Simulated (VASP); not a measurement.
# Sc (P6_3/mmc) in VASP: further runs

Sc is run at these levels: PBEsol; tasks: single point.

All numbers are computed with VASP 6.6.1; they aren't measurements. Logs are shortened: lines on timing, memory, paths and dates and some standing lists are left out, and cuts for length are marked.

**1. The cell of the first run**

Symmetry: P6_3/mmc, No. 194, hexagonal system. The conventional cell has a = 3.113 Å, b = 3.113 Å, c = 4.676 Å, α = 90.00°, β = 90.00°, γ = 120.00°. Within 3.9 Å of Sc (site symmetry -6m2) lie 12 Sc at 2.95 to 3.11 Å.

**2. Single point, PBEsol**

INCAR reads:

```
ALGO = Normal
EDIFF = 1E-6
ENCUT = 520
GGA = PS
ISIF = 2
ISMEAR = 0
LASPH = T
LCHARG = F
LREAL = F
LWAVE = F
NBANDS = 18
NELM = 100
PREC = Accurate
SIGMA = 0.15
```

KPOINTS reads:

```
k-points
0
Gamma
  15 15 10
```

POSCAR reads:

```
Sc
1.0
    3.1131000000      0.0000000000      0.0000000000
   -1.5565500000      2.6960236845      0.0000000000
    0.0000000000      0.0000000000      4.6758000000
Sc
2
Direct
    0.3333333333      0.6666666667      0.2500000000
    0.6666666667      0.3333333333      0.7500000000
```

Potentials or basis: VASP PAW PBE potentials, release 64 (Sc_sv).

On the command line:

```bash
> cat potpaw_PBE.64/Sc_sv/POTCAR > POTCAR
> mpirun -np 1 vasp_std > vasp.out
```

OUTCAR:

```text
EDIFF = 1E-6
   ENCUT = 520
   GGA = PS
   ISIF = 2
   ISMEAR = 0
   LASPH = T
   LREAL = F
   NELM = 100
   PREC = Accurate

 ion  position               nearest neighbor table
   1  0.333  0.667  0.250-   2 2.95   2 2.95   2 2.95   2 2.95   2 2.95   2 2.95
   2  0.667  0.333  0.750-   1 2.95   1 2.95   1 2.95   1 2.95   1 2.95   1 2.95

  LATTYP: Found a hexagonal cell.
 ALAT       =     3.1131000000
 C/A-ratio  =     1.5019755228

  Lattice vectors:

 A1 = (   3.1131000000,   0.0000000000,   0.0000000000)
 A2 = (  -1.5565500000,   2.6960236845,   0.0000000000)
 A3 = (   0.0000000000,   0.0000000000,   4.6758000000)

Analysis of symmetry for initial positions (statically):
=====================================================================
 Subroutine PRICEL returns:
 Original cell was already a primitive cell.

 Routine SETGRP: Setting up the symmetry group for a
 hexagonal supercell.

 Subroutine GETGRP returns: Found 24 space group operations
 (whereof 12 operations were pure point group operations)
 out of a pool of 24 trial point group operations.

The static configuration has the point symmetry D_3d.
 The point group associated with its full space group is D_6h.

Analysis of symmetry for dynamics (positions and initial velocities):
=====================================================================
 Subroutine PRICEL returns:
 Original cell was already a primitive cell.

 Routine SETGRP: Setting up the symmetry group for a
 hexagonal supercell.

 Subroutine GETGRP returns: Found 24 space group operations
 (whereof 12 operations were pure point group operations)
 out of a pool of 24 trial point group operations.

The dynamic configuration has the point symmetry D_3d.
 The point group associated with its full space group is D_6h.

 Subroutine INISYM returns: Found 24 space group operations
 (whereof 12 operations are pure point group operations),
 and found     1 'primitive' translations

----------------------------------------------------------------------------------------

                                     Primitive cell

  volume of cell :      39.2439

  direct lattice vectors                    reciprocal lattice vectors
     3.113100000  0.000000000  0.000000000     0.321223218  0.185458311  0.000000000
    -1.556550000  2.696023685  0.000000000     0.000000000  0.370916623  0.000000000
     0.000000000  0.000000000  4.675800000     0.000000000  0.000000000  0.213867146

  length of vectors
     3.113100000  3.113100000  4.675800000     0.370916623  0.370916623  0.213867146

  position of ions in fractional coordinates (direct lattice)
     0.333333333  0.666666667  0.250000000
     0.666666667  0.333333333  0.750000000

  ion indices of the primitive-cell ions
   primitive index   ion index
                 1           1
                 2           2

----------------------------------------------------------------------------------------

 KPOINTS: k-points

Automatic generation of k-mesh.
 Grid dimensions read from file:
 generate k-points for:   15   15   10

 Generating k-lattice:

  Cartesian coordinates                     Fractional coordinates (reciprocal lattice)
     0.021414881  0.012363887  0.000000000     0.066666667  0.000000000  0.000000000
     0.000000000  0.024727775  0.000000000     0.000000000  0.066666667  0.000000000
     0.000000000  0.000000000  0.021386715     0.000000000  0.000000000  0.100000000

  Length of vectors
     0.024727775  0.024727775  0.021386715

  Shift w.r.t. Gamma in fractional coordinates (k-lattice)
     0.000000000  0.000000000  0.000000000

 Subroutine IBZKPT returns following result:
 ===========================================

 Found    162 irreducible k-points:

 Following reciprocal coordinates:
            Coordinates               Weight
  0.000000  0.000000  0.000000      1.000000
  0.066667  0.000000  0.000000      6.000000
  0.133333  0.000000  0.000000      6.000000
  0.200000 -0.000000  0.000000      6.000000
  0.266667  0.000000  0.000000      6.000000
  0.333333  0.000000  0.000000      6.000000
[... 16 lines left out ...]
  0.333333  0.200000  0.000000     12.000000
  0.400000  0.200000  0.000000      6.000000
 [... further k-points ...]
   k-points           NKPTS =    162   k-points in BZ     NKDIM =    162   number of bands    NBANDS=     18
   number of dos      NEDOS =    301   number of ions     NIONS =      2
   total plane-waves  NPLWV =  20736
   dimension x,y,z NGX =    24 NGY =   24 NGZ =   36
   dimension x,y,z NGXF=    48 NGYF=   48 NGZF=   72
   ions per type =               2
   NGX,Y,Z   is equivalent  to a cutoff of  12.82, 12.82, 12.80 a.u.
   NGXF,Y,Z  is equivalent  to a cutoff of  25.63, 25.63, 25.60 a.u.
 SYSTEM =  unknown system
   PREC   = accura    normal or accurate (medium, high low for compatibility)
   ISTART =      0    job   : 0-new  1-cont  2-samecut
   ICHARG =      2    charge: 1-file 2-atom 10-const
   ISPIN  =      1    spin polarized calculation?
   LNONCOLLINEAR =      F non collinear calculations
   LSORBIT =      F    spin-orbit coupling
   LASPH  =      T    aspherical Exc in radial PAW
   ENCUT  =  520.0 eV  38.22 Ry    6.18 a.u.   5.79  5.79  8.69*2*pi/ulx,y,z
   NELM   =    100;   NELMIN=  2; NELMDL= -5     # of ELM steps
   EDIFF  = 0.1E-05   stopping-criterion for ELM
   LREAL  =      F    real-space projection
   EDIFFG = 0.1E-04   stopping-criterion for IOM
   NSW    =      0    number of steps for IOM
   IBRION =     -1    ionic relax: 0-MD 1-quasi-New 2-CG
   NFREE  =      0    steps in history (QN), initial steepest desc. (CG)
   ISIF   =      2    stress and relaxation
   ISYM   =      2    0-nonsym 1-usesym 2-fastsym
   POTIM  = 0.5000    time-step for ionic-motion
   TEBEG  =    0.0;   TEEND  =   0.0 temperature during run
   PSTRESS=    0.0 pullay stress
   NELECT =      22.0000    total number of electrons
   NUPDOWN=      -1.0000    fix difference up-down
   EMIN   =  10.00;   EMAX   =-10.00  energy-range for DOS
   EFERMI =   0.00;   METHOD = LEGACY
   ISMEAR =     0;   SIGMA  =   0.15  broadening in eV -4-tet -1-fermi 0-gaus
   EFERMI_NEDOS =   21; number of points for ismear=-14 and -15
   IALGO  =     38    algorithm
   IMIX   =      4    mixing-type and parameters
     AMIX     =   0.40;   BMIX     =  1.00
     AMIX_MAG =   1.60;   BMIX_MAG =  1.00
  volume/ion in A,a.u.               =      19.62       132.42
  Fermi-wavevector in a.u.,A,eV,Ry     =   1.349869  2.550882 24.791791  1.822145
  Thomas-Fermi vector in A             =   2.477420
   LORBIT       =      0    0 simple, 1 ext, 2 COOP (PROOUT), +10 PAW based schemes
   GGA     = PS    functional components
   LHFCALC =     F    Hartree Fock is set to
   AEXX    =    0.0000 exact exchange contribution
   IVDW    =     0    specifies the selected vdW correction
   LEPSILON=     F    determine dielectric tensor
   LRPA    =     F    only Hartree local field effects (RPA)
 non-spin polarized calculation
 Gauss-broadening in eV      SIGMA  =   0.15
  energy-cutoff  :      520.00
  volume of cell :       39.24
 maximum number of plane-waves:      1072
 NGX is ok and might be reduce to    24
   NGX = 11   NGY = 11   NGZ = 17

 number of electron      22.0000001 magnetization

 Free energy of the ion-electron system (eV)
  ---------------------------------------------------
  ext. energy  EPLUGINS =         0.00000000
  ---------------------------------------------------
  free energy    TOTEN  =       -12.90256787 eV

  energy without entropy =      -12.86722415  energy(sigma->0) =      -12.88489601

 E-fermi :   4.9898     XC(G=0): -10.9658

 val. band max:        4.9836612982   @ k =   0.2667   0.2667   0.3000
 cond. band min:       4.9915963776   @ k =   0.4000  -0.0000   0.2000
 fundamental gap:      0.0079350794
 Fermi energy:         4.9898487148

 k-point     1 :       0.0000    0.0000    0.0000
  band No.  band energies     occupation
      1     -43.6628      2.00000
      2     -43.4531      2.00000
      3     -22.8760      2.00000
      4     -22.1339      2.00000
      5     -22.1339      2.00000
      6     -21.9738      2.00000
[... 10 lines left out ...]
     17       7.6386      0.00000
     18       7.6386      0.00000

 k-point     2 :       0.0667    0.0000    0.0000
  band No.  band energies     occupation
      1     -43.6576      2.00000
      2     -43.4519      2.00000
      3     -22.8635      2.00000
      4     -22.1558      2.00000
      5     -22.1421      2.00000
      6     -21.9974      2.00000
[... 10 lines left out ...]
     17       7.5618      0.00000
     18       7.6122      0.00000

 k-point     3 :       0.1333    0.0000    0.0000
  band No.  band energies     occupation
      1     -43.6425      2.00000
      2     -43.4487      2.00000
      3     -22.8271      2.00000
      4     -22.2183      2.00000
      5     -22.1648      2.00000
      6     -22.0626      2.00000
[... 10 lines left out ...]
     17       7.7962      0.00000
     18       7.9031      0.00000

 k-point     4 :       0.2000   -0.0000    0.0000
  band No.  band energies     occupation
      1     -43.6194      2.00000
      2     -43.4448      2.00000
      3     -22.7699      2.00000
      4     -22.3114      2.00000
      5     -22.1968      2.00000
      6     -22.1554      2.00000
[... 375 lines left out ...]
      4     -22.5167      2.00000
      5     -22.4529      2.00000
      6     -22.2878      2.00000
[... 10 lines left out ...]
     17       9.5620      0.00000
     18      10.1649      0.00000

 k-point    23 :       0.3333    0.2000    0.0000
  band No.  band energies     occupation
      1     -43.5077      2.00000
      2     -43.4514      2.00000
      3     -22.5911      2.00000
      4     -22.4454      2.00000
      5     -22.4430      2.00000
      6     -22.3464      2.00000
[... 10 lines left out ...]
     17       9.8343      0.00000
     18      10.1499      0.00000

 k-point    24 :       0.4000    0.2000    0.0000
  band No.  band energies     occupation
      1     -43.4981      2.00000
      2     -43.4557      2.00000
      3     -22.6090      2.00000
      4     -22.4235      2.00000
      5     -22.4105      2.00000
      6     -22.3836      2.00000
[... 10 lines left out ...]
     17       9.8434      0.00000
     18      10.1523      0.00000

 [... further k-points ...]

------------------------ aborting loop because EDIFF is reached ----------------------------------------

  FORCE on cell =-STRESS in cart. coord.  units (eV):
  Direction    XX          YY          ZZ          XY          YZ          ZX
  --------------------------------------------------------------------------------------
  -------------------------------------------------------------------------------------
  Total        3.3305921      3.3305921      3.9356293      0.0000000      0.0000000      0.0000000
  in kB      135.9750805    135.9750805    160.6763895      0.0000000      0.0000000      0.0000000
  external PRESSURE =     144.2088502 kB  Pullay stress =       0.0000000 kB

 VOLUME and BASIS-vectors are now :
 -----------------------------------------------------------------------------
  energy-cutoff  :      520.00
  volume of cell :       39.24
      direct lattice vectors                 reciprocal lattice vectors
     3.113100000  0.000000000  0.000000000     0.321223218  0.185458311  0.000000000
    -1.556550000  2.696023685  0.000000000     0.000000000  0.370916623  0.000000000
     0.000000000  0.000000000  4.675800000     0.000000000  0.000000000  0.213867146

 POSITION                                       TOTAL-FORCE (eV/Angst)
 -----------------------------------------------------------------------------------
     -0.00000      1.79735      1.16895         0.000000     -0.000000      0.000000
      1.55655      0.89867      3.50685        -0.000000      0.000000      0.000000
 -----------------------------------------------------------------------------------
    total drift:                               -0.000000      0.000000     -0.000000

  FREE ENERGIE OF THE ION-ELECTRON SYSTEM (eV)
  ---------------------------------------------------
  free  energy   TOTEN  =       -12.9025678726 eV

  energy  without entropy=      -12.8672241539  energy(sigma->0) =      -12.88489601
```

It took 2 min on 1 thread of Intel Xeon 8259CL, shared host; peak memory 0.22 GiB.

What came out:

```
Free energy            : -12.9026 eV
Pressure               : 14.4 GPa
Band gap on the k mesh : zero (bands 11 and 12 overlap by 2.39 eV)
```

Levels at points of the mesh, in eV from the Fermi level:
```csv
k point,band 7,band 8,band 9,band 10,band 11,band 12,band 13,band 14,band 15,band 16
"(0.00, 0.00, 0.00)",-26.96,-26.89,-5.45,-1.97,1.68,1.80,1.80,2.46,2.49,2.49
"(0.00, 0.00, 0.50)",-27.04,-27.04,-3.54,-3.54,1.30,1.30,1.62,1.62,1.62,1.62
```

Caveat: the cell stands under pressure; the PAW data sets were made with another functional, which shifts forces and pressure a little.

(Part 1 of 2 ends here.)
